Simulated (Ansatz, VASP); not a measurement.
**KMgF3 in VASP and in Ansatz**

```
K Mg F
1.0
     4.06905    0.00000    0.00000
     0.00000    4.06905    0.00000
     0.00000    0.00000    4.06919
K Mg F
1 1 3
Direct
  0.50000 0.50000 0.98783
  0.00000 0.00000 0.48757
  0.50000 0.00000 0.48751
  0.00000 0.00000 0.98755
  0.00000 0.50000 0.48751
```

Change from the starting cell: species swapped into the KAgCl3 type (P4mm, No. 99).

Alike in both runs: functional PBE; k mesh 3 × 3 × 3; occupations gaussian, width 0.15 eV; no spin polarisation.

Ansatz relaxed the structure, and its values are those at the end. VASP's run is a single point on that final structure, the one shown.

|  | VASP | Ansatz |
| --- | --- | --- |
| version | VASP 6.6.1 | Ansatz 0.2.0 |
| potentials or method | VASP PAW PBE potentials, release 64 (K_sv, Mg, F), cutoff 600 eV | scalar-relativistic, plane waves, PAW |
| valence electrons in the cell | 32 | 40 |

VASP gave:

```
gap on the k mesh at the Fermi level (eV) : 7.00
least direct gap on the mesh (eV)         : 7.17
pressure (GPa)                            : -1.2
```

Estimate Ansatz's values.

gap on the k mesh at the Fermi level (eV): 7.03; least direct gap on the mesh (eV): 7.20; pressure (GPa): -0.7.

VASP's potentials hold 32 valence electrons a cell and Ansatz's 40, so a difference there can come from the potentials and not from the codes.

The k mesh is coarse, so the values compare programs but aren't converged.
